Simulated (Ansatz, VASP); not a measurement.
# Two plane-wave programs on Zr4Si3

```
CELL_PARAMETERS angstrom
5.32151 0.00000 0.00000
-2.66075 4.60856 0.00000
0.00000 0.00000 5.19402
ATOMIC_POSITIONS crystal
Zr 0.00000 0.00000 0.74101
Zr 0.00000 0.00000 0.25899
Zr 0.33333 0.66667 0.50000
Zr 0.66667 0.33333 0.50000
Si 0.50000 0.00000 0.00000
Si 0.50000 0.50000 0.00000
Si 0.00000 0.50000 0.00000
```

Alike in both runs: functional PBE; k mesh 4 × 4 × 3; occupations gaussian, width 0.2 eV; no spin polarisation.

Ansatz relaxed the structure, and its values are those at the end. VASP's run is a single point on that final structure, the one shown.

```csv
,VASP,Ansatz
version,VASP 6.6.1,Ansatz 0.2.0
potentials or method,"VASP PAW PBE potentials, release 64 (Zr_sv, Si), cutoff 500 eV","scalar-relativistic, plane waves, PAW"
valence electrons in the cell,60,60
```

Ansatz gave:

```
gap on the k mesh at the Fermi level (eV) : none
pressure (GPa)                            : 0.0
rms of the force components (eV/Å)        : 0.004
```

Task: Which values does VASP return?

Result: gap on the k mesh at the Fermi level (eV): none; pressure (GPa): 0.1; rms of the force components (eV/Å): 0.003.

A gap of «none» marks a metal or a gap that the smearing closes.

The k mesh is coarse, so the values compare programs but aren't converged.
